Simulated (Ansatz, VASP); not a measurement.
BP in VASP and in Ansatz

```
CELL_PARAMETERS angstrom
0.00000 2.15542 2.15542
2.15542 0.00000 2.15542
2.15542 2.15542 0.00000
ATOMIC_POSITIONS crystal
B 0.00000 0.00000 0.00000
P 0.50000 0.50000 0.50000
```

Alike in both runs: task single point; functional PBEsol; k mesh 8 × 8 × 8; occupations fermi-dirac, width 0.02 eV; no spin polarisation.

|  | VASP | Ansatz |
| --- | --- | --- |
| version | VASP 6.6.1 | Ansatz 0.2.0 |
| potentials or method | VASP PAW PBE potentials, release 64 (B, P), cutoff 500 eV | plane waves |
| valence electrons in the cell | 8 | 8 |

```csv
,VASP,Ansatz,Ansatz less VASP
pressure (GPa),-3.5,-3.7,-0.19
```

VASP's potentials were made for PBE, not for PBEsol. With one functional, cell and mesh, what is left measures potentials, basis and numerics.
